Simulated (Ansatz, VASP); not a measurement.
## Ge2Bi2S: VASP beside Ansatz

```
CELL_PARAMETERS angstrom
-2.04764 2.04764 7.48966
2.04764 -2.04764 7.48966
2.04764 2.04764 -7.48966
ATOMIC_POSITIONS crystal
Ge 0.82470 0.82470 0.00000
Ge 0.17530 0.17530 0.00000
Bi 0.62087 0.62087 0.00000
Bi 0.37913 0.37913 0.00000
S 0.00000 0.00000 0.00000
```

Change from the starting cell: species swapped into the Ba2ZnN2 type (I4/mmm, No. 139).

Alike in both runs: functional PBE; k mesh 12 × 12 × 12; occupations gaussian, width 0.1 eV; no spin polarisation.

Ansatz relaxed the structure, and its values are those at the end. VASP's run is a single point on that final structure, the one shown.

|  | VASP | Ansatz |
| --- | --- | --- |
| version | VASP 6.6.1 | Ansatz 0.2.0 |
| potentials or method | VASP PAW PBE potentials, release 64 (Ge_d, Bi_d, S), cutoff 520 eV | scalar-relativistic, plane waves, PAW |
| valence electrons in the cell | 64 | 64 |

```tsv
	VASP	Ansatz	Ansatz less VASP
gap on the k mesh at the Fermi level (eV)	none	none	-
pressure (GPa)	0.0	0.0	+0.04
```

A gap of «none» marks a metal or a gap that the smearing closes.

Spin-orbit coupling is off throughout.
